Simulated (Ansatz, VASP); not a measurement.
**One calculation of Ga3Cl, two programs**

```
Ga Cl
1.0
     5.17899    0.00000    0.00000
     0.00000    5.17899    0.00000
     0.00000    0.00000    3.13212
Ga Cl
3 1
Cartesian
  0.0000 2.5895 1.5661
  2.5895 0.0000 1.5661
  2.5895 2.5895 0.0000
  0.0000 0.0000 0.0000
```

Alike in both runs: functional PBE; k mesh 10 × 10 × 14; occupations gaussian, width 0.1 eV; no spin polarisation.

Ansatz relaxed the structure, and its values are those at the end. VASP's run is a single point on that final structure, the one shown.

```csv
,VASP,Ansatz
version,VASP 6.6.1,Ansatz 0.2.0
potentials or method,"VASP PAW PBE potentials, release 64 (Ga_d, Cl), cutoff 520 eV","scalar-relativistic, plane waves, PAW"
valence electrons in the cell,46,46
```

```tsv
	VASP	Ansatz	Ansatz less VASP
gap on the k mesh at the Fermi level (eV)	none	none	-
pressure (GPa)	0.0	0.0	-0.02
```

A gap of «none» marks a metal or a gap that the smearing closes. The functional is the same, so the differences come from potentials, cutoffs and numerics.
